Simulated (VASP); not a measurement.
A run of VASP 6.6.1:

INCAR

```
ALGO = Normal
EDIFF = 1E-6
ENCUT = 520
GGA = PE
ISIF = 2
ISMEAR = 0
IVDW = 12
LASPH = T
LCHARG = F
LREAL = F
LWAVE = F
NBANDS = 8
NELM = 60
PREC = Accurate
SIGMA = 0.1
```

KPOINTS

```
k-points
0
Gamma
  18 18 18
```

Contents of POSCAR:

```
Al
1.0
    0.0000000000      2.0556478904      2.0556478904
    2.0556478904      0.0000000000      2.0556478904
    2.0556478904      2.0556478904      0.0000000000
Al
1
Direct
    0.0000000000      0.0000000000      0.0000000000
```

Potentials or basis: VASP PAW PBE potentials, release 64 (Al).

The run is started by

```console
$ cat potpaw_PBE.64/Al/POTCAR > POTCAR
$ mpirun -np 1 vasp_std > vasp.out
```

Hardware: 1 thread of Intel(R) Xeon(R) Platinum 8488C (Sapphire Rapids), on a shared host.

Question: Estimate the wall time of this run.

Answer: It took 12 s on 1 thread of Intel(R) Xeon(R) Platinum 8488C (Sapphire Rapids), with other jobs on the host, peak memory 0.16 GiB. Counts: scf iterations 10, k points 195.
